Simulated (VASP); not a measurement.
# Se in VASP: settings compared, part 2 of 3

VASP 6.6.1. The steps go on from the part before.

**3. Single point, PBE**

INCAR reads:

```
SYSTEM = Se
ALGO = Normal ; EDIFF = 1E-6
ENCUT = 520 ; GGA = PE
ISIF = 2 ; ISMEAR = -5
ISYM = 0 ; LASPH = .TRUE.
LCHARG = .TRUE. ; LELF = .TRUE.
LREAL = .FALSE. ; LVHAR = .TRUE.
LWAVE = .FALSE. ; NBANDS = 9
NELM = 100 ; PREC = Accurate
SIGMA = 0.1
```

KPOINTS reads:

```
k-points
0
G
  10 5 9
  0 0 0
```

POSCAR reads:

```
Se
1.0
   -1.7034486149      1.7034486149      1.7034486149
    1.7034486149     -1.7034486149      1.7034486149
    1.7034486149      1.7034486149     -1.7034486149
Se
1
Direct
    0.0000000000      0.0000000000      0.0000000000
```

Potentials or basis: VASP PAW PBE potentials, release 64 (Se).

Started as:

```
$ cat potpaw_PBE.64/Se/POTCAR > POTCAR
$ mpirun -np 1 vasp_std > vasp.out
```

OUTCAR:

```text
SYSTEM = Se
   EDIFF = 1E-6
   ENCUT = 520
   GGA = PE
   ISIF = 2
   ISMEAR = -5
   ISYM = 0
   LASPH = .TRUE.
   LREAL = .FALSE.
   NELM = 100
   PREC = Accurate

 ion  position               nearest neighbor table
   1  0.000  0.000  0.000-

IMPORTANT INFORMATION: All symmetrisations will be switched off!
NOSYMM: (Re-)initialisation of all symmetry stuff for point group C_1.

----------------------------------------------------------------------------------------

                                     Primitive cell

  volume of cell :      19.7718

  direct lattice vectors                    reciprocal lattice vectors
    -1.703448615  1.703448615  1.703448615     0.000000000  0.293522209  0.293522209
     1.703448615 -1.703448615  1.703448615     0.293522209  0.000000000  0.293522209
     1.703448615  1.703448615 -1.703448615     0.293522209  0.293522209  0.000000000

  length of vectors
     2.950459549  2.950459549  2.950459549     0.415103089  0.415103089  0.415103089

  position of ions in fractional coordinates (direct lattice)
     0.000000000  0.000000000  0.000000000

  ion indices of the primitive-cell ions
   primitive index   ion index
                 1           1

----------------------------------------------------------------------------------------

 KPOINTS: k-points

Automatic generation of k-mesh.
 Grid dimensions read from file:
 generate k-points for:   10    5    9

 Generating k-lattice:

  Cartesian coordinates                     Fractional coordinates (reciprocal lattice)
     0.000000000  0.029352221  0.029352221     0.100000000  0.000000000  0.000000000
     0.058704442  0.000000000  0.058704442     0.000000000  0.200000000  0.000000000
     0.032613579  0.032613579  0.000000000     0.000000000  0.000000000  0.111111111

  Length of vectors
     0.041510309  0.083020618  0.046122565

  Shift w.r.t. Gamma in fractional coordinates (k-lattice)
     0.000000000  0.000000000  0.000000000

 -----------------------------------------------------------------------------
|                                                                             |
|           W    W    AA    RRRRR   N    N  II  N    N   GGGG   !!!           |
|           W    W   A  A   R    R  NN   N  II  NN   N  G    G  !!!           |
|           W    W  A    A  R    R  N N  N  II  N N  N  G       !!!           |
|           W WW W  AAAAAA  RRRRR   N  N N  II  N  N N  G  GGG   !            |
|           WW  WW  A    A  R   R   N   NN  II  N   NN  G    G                |
|           W    W  A    A  R    R  N    N  II  N    N   GGGG   !!!           |
|                                                                             |
|     Your reciprocal lattice and k-lattice belong to different lattice       |
|     classes:                                                                |
|                                                                             |
|        The reciprocal lattice is face-centered cubic,                       |
|        whereas your k-lattice is triclinic.                                 |
|                                                                             |
|     Results are often still useful ...                                      |
|                                                                             |
 -----------------------------------------------------------------------------

 WARNING: IBZKPT: internal override: KBLOWUP is changed to .FALSE.
      ... skipping the blow-up phase ...

 TETIRR: Found   1348 inequivalent tetrahedra from     2700

 Subroutine IBZKPT returns following result:
 ===========================================

 Found    226 irreducible k-points:

 Following reciprocal coordinates:
            Coordinates               Weight
  0.000000  0.000000  0.000000      1.000000
  0.100000  0.000000  0.000000      2.000000
  0.200000  0.000000  0.000000      2.000000
  0.300000  0.000000  0.000000      2.000000
  0.400000  0.000000  0.000000      2.000000
  0.500000  0.000000  0.000000      1.000000
[... 16 lines left out ...]
 -0.400000  0.400000  0.000000      2.000000
 -0.300000  0.400000  0.000000      2.000000
 [... further k-points ...]
   k-points           NKPTS =    226   k-points in BZ     NKDIM =    226   number of bands    NBANDS=      9
   number of dos      NEDOS =    301   number of ions     NIONS =      1
   total plane-waves  NPLWV =  13824
   dimension x,y,z NGX =    24 NGY =   24 NGZ =   24
   dimension x,y,z NGXF=    48 NGYF=   48 NGZF=   48
   ions per type =               1
   NGX,Y,Z   is equivalent  to a cutoff of  13.52, 13.52, 13.52 a.u.
   NGXF,Y,Z  is equivalent  to a cutoff of  27.05, 27.05, 27.05 a.u.
 SYSTEM =  Se
   PREC   = accura    normal or accurate (medium, high low for compatibility)
   ISTART =      0    job   : 0-new  1-cont  2-samecut
   ICHARG =      2    charge: 1-file 2-atom 10-const
   ISPIN  =      1    spin polarized calculation?
   LNONCOLLINEAR =      F non collinear calculations
   LSORBIT =      F    spin-orbit coupling
   LASPH  =      T    aspherical Exc in radial PAW
   ENCUT  =  520.0 eV  38.22 Ry    6.18 a.u.   5.49  5.49  5.49*2*pi/ulx,y,z
   NELM   =    100;   NELMIN=  2; NELMDL= -5     # of ELM steps
   EDIFF  = 0.1E-05   stopping-criterion for ELM
   LREAL  =      F    real-space projection
   EDIFFG = 0.1E-04   stopping-criterion for IOM
   NSW    =      0    number of steps for IOM
   IBRION =     -1    ionic relax: 0-MD 1-quasi-New 2-CG
   NFREE  =      0    steps in history (QN), initial steepest desc. (CG)
   ISIF   =      2    stress and relaxation
   ISYM   =      0    0-nonsym 1-usesym 2-fastsym
   POTIM  = 0.5000    time-step for ionic-motion
   TEBEG  =    0.0;   TEEND  =   0.0 temperature during run
   PSTRESS=    0.0 pullay stress
   NELECT =       6.0000    total number of electrons
   NUPDOWN=      -1.0000    fix difference up-down
   EMIN   =  10.00;   EMAX   =-10.00  energy-range for DOS
   EFERMI =   0.00;   METHOD = LEGACY
   ISMEAR =    -5;   SIGMA  =   0.10  broadening in eV -4-tet -1-fermi 0-gaus
   EFERMI_NEDOS =   21; number of points for ismear=-14 and -15
   IALGO  =     38    algorithm
   IMIX   =      4    mixing-type and parameters
     AMIX     =   0.40;   BMIX     =  1.00
     AMIX_MAG =   1.60;   BMIX_MAG =  1.00
  volume/ion in A,a.u.               =      19.77       133.43
  Fermi-wavevector in a.u.,A,eV,Ry     =   1.100127  2.078939 16.466855  1.210280
  Thomas-Fermi vector in A             =   2.236533
   LORBIT       =      0    0 simple, 1 ext, 2 COOP (PROOUT), +10 PAW based schemes
   GGA     = PE    functional components
   LHFCALC =     F    Hartree Fock is set to
   AEXX    =    0.0000 exact exchange contribution
   IVDW    =     0    specifies the selected vdW correction
   LEPSILON=     F    determine dielectric tensor
   LRPA    =     F    only Hartree local field effects (RPA)
 non-spin polarized calculation
 Fermi weights with tetrahedron method with Bloechl corrections
  energy-cutoff  :      520.00
  volume of cell :       19.77
 maximum number of plane-waves:       555
 NGX is ok and might be reduce to    24
   NGX = 11   NGY = 11   NGZ = 11

 number of electron       6.0000000 magnetization

 Free energy of the ion-electron system (eV)
  ---------------------------------------------------
  ext. energy  EPLUGINS =         0.00000000
  ---------------------------------------------------
  free energy    TOTEN  =        -2.89830800 eV

  energy without entropy =       -2.89830800  energy(sigma->0) =       -2.89830800

 E-fermi :   5.8052     XC(G=0): -10.7208

 val. band max:        6.1093643301   @ k =  -0.4000   0.4000   0.0000
 cond. band min:       5.3144075368   @ k =   0.1000   0.2000   0.4444
 fundamental gap:     -0.7949567933
 Fermi energy:         5.8051695751

 k-point     1 :       0.0000    0.0000    0.0000
  band No.  band energies     occupation
      1     -10.5139      2.00000
      2       8.9561     -0.30613
      3       8.9598      0.00000
      4       8.9703      0.00000
      5      17.3648      0.00000
      6      18.3061      0.00000
      7      18.3077      0.00000
      8      18.3230      0.00000
      9      21.3772      0.00000
[... 265 lines left out ...]
 k-point    24 :      -0.3000    0.4000    0.0000
  band No.  band energies     occupation
      1      -7.9684      2.00000
      2       1.1491      2.00000
      3       5.6442      1.43197
      4       7.7246     -0.02423
      5      14.1312      0.00000
      6      15.5499      0.00000
      7      20.0701      0.00000
      8      23.9365      0.00000
      9      24.0024      0.00000

 [... further k-points ...]

------------------------ aborting loop because EDIFF is reached ----------------------------------------

  FORCE on cell =-STRESS in cart. coord.  units (eV):
  Direction    XX          YY          ZZ          XY          YZ          ZX
  --------------------------------------------------------------------------------------
  -------------------------------------------------------------------------------------
  Total        0.3234057      0.3276929      0.3796075     -0.1159566     -0.1614509      0.1649560
  in kB       26.2066263     26.5540339     30.7608486     -9.3963487    -13.0829007     13.3669310
  external PRESSURE =      27.8405029 kB  Pullay stress =       0.0000000 kB

 VOLUME and BASIS-vectors are now :
 -----------------------------------------------------------------------------
  energy-cutoff  :      520.00
  volume of cell :       19.77
      direct lattice vectors                 reciprocal lattice vectors
    -1.703448615  1.703448615  1.703448615     0.000000000  0.293522209  0.293522209
     1.703448615 -1.703448615  1.703448615     0.293522209  0.000000000  0.293522209
     1.703448615  1.703448615 -1.703448615     0.293522209  0.293522209  0.000000000

 POSITION                                       TOTAL-FORCE (eV/Angst)
 -----------------------------------------------------------------------------------
      0.00000      0.00000      0.00000         0.000000      0.000000      0.000000
 -----------------------------------------------------------------------------------
    total drift:                                0.000000      0.000000      0.000000

  FREE ENERGIE OF THE ION-ELECTRON SYSTEM (eV)
  ---------------------------------------------------
  free  energy   TOTEN  =        -2.8983080036 eV

  energy  without entropy=       -2.8983080036  energy(sigma->0) =       -2.89830800
```

Wall time 38 s (1 thread of Intel Xeon 8259CL, shared host); peak memory 0.17 GiB.

The run converged, but its numbers aren't listed here, since they failed a check.

Caveat: the k points lie up to 0.45 Å⁻¹ apart, too coarse for converged energies and pressures of a metal; tetrahedron occupations give inexact forces and stress in metals.

**4. Single point, PBE**

INCAR reads:

```
SYSTEM = Se
PREC = Accurate
ENCUT = 520
EDIFF = 1E-6
ISMEAR = 0
SIGMA = 0.1
LREAL = .False.
LASPH = .True.
NELM = 80
ALGO = Normal
ISIF = 2
LWAVE = .False.
LCHARG = .False.
GGA = PE
NBANDS = 9
ISYM = 0
```

KPOINTS reads:

```
Automatic mesh
0
Gamma
  8 8 8
  0 0 0.5
```

POSCAR is that of step 3.

Started as:

```
$ cat potpaw_PBE.64/Se/POTCAR > POTCAR
$ mpirun -np 1 vasp_std > vasp.out
```

It took 3.8 min on 1 thread of Intel Xeon 8259CL, shared host; peak memory 0.37 GiB.

The run converged. Its results:

```
Free energy            : -2.9038 eV
Pressure               : 2.3 GPa
Band gap on the k mesh : zero (bands 3 and 4 overlap by 6.06 eV)
```

Levels at points of the mesh, in eV from the Fermi level:
```csv
k point,band 1,band 2,band 3,band 4,band 5,band 6,band 7
"(0.00, 0.00, 0.06)",-16.31,2.54,2.90,3.05,11.72,12.07,12.43
```

[end of part 2 of 3]

The gap in the log of VASP goes by the Fermi energy; the results here count the filled bands.